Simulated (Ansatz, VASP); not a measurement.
One calculation of Ir, two programs

```xyz
2
Lattice="2.7696 0.0000 0.0000 -1.3848 2.3985 0.0000 0.0000 0.0000 4.4918" Properties=species:S:1:pos:R:3 pbc="T T T"
Ir    0.0000    1.5990    1.1230
Ir    1.3848    0.7995    3.3689
```

Change from the starting cell: volume scaled by 1.02.

Alike in both runs: task single point; functional LDA; k mesh 11 × 11 × 6; occupations fermi-dirac, width 0.05 eV; no spin polarisation.

```csv
,VASP,Ansatz
version,VASP 6.6.1,Ansatz 0.2.0
potentials or method,"VASP PAW LDA potentials, release 64 (Ir), cutoff 520 eV","all-electron LAPW, scalar-relativistic"
```

VASP gave:

```
gap on the k mesh at the Fermi level (eV)                     : none
pressure (GPa)                                                : -21.7
traceless stress, the component that is largest in VASP (GPa) : -0.47
```

Task: Estimate Ansatz's values.

Result: gap on the k mesh at the Fermi level (eV): none; pressure (GPa): -23.6; traceless stress, the component that is largest in VASP (GPa): -0.53.

LDA's correlation is that of Perdew and Zunger in VASP and of Perdew and Wang (1992) in Ansatz. A gap of «none» marks a metal or a gap that the smearing closes. Ansatz ran all-electron here, and VASP with PAW potentials.

Spin-orbit coupling is off throughout.
